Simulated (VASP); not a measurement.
Input of a VASP 6.6.1 run:

The input INCAR:

```
SYSTEM = BiTe
  PREC = Accurate
  ENCUT = 520
  EDIFF = 1E-7
  ISMEAR = 0
  SIGMA = 0.1
  LREAL = .False.
  LASPH = .True.
  NELM = 100
  ALGO = Normal
  ISIF = 2
  LWAVE = .False.
  LCHARG = .False.
  GGA = PE
  NBANDS = 18
```

KPOINTS

```
Automatic mesh
0
Gamma
  12 12 12
  0 0 0
```

The input POSCAR:

```
BiTe
1.0
    2.4068823709      1.3896141847      2.9532049171
   -2.4068823709      1.3896141847      2.9532049171
    0.0000000000     -2.7792283695      2.9532049171
Bi Te
1 1
Direct
    0.5000000000      0.5000000000      0.5000000000
    0.0000000000      0.0000000000      0.0000000000
```

Potentials or basis: VASP PAW PBE potentials, release 64 (Bi_d, Te).

Run with:

```console
$ cat potpaw_PBE.64/Bi_d/POTCAR potpaw_PBE.64/Te/POTCAR > POTCAR
$ mpirun -np 1 vasp_std > vasp.out
```

Task: What does it give for the pressure?

Result: 6.4 GPa.

Task: What does it give for the band gap on the k mesh?

Result: Zero (an odd number of electrons rules out a gap without spin polarisation).

Caveat: the cell stands under pressure; spin-orbit coupling is left out, which moves the levels of the heavy elements.
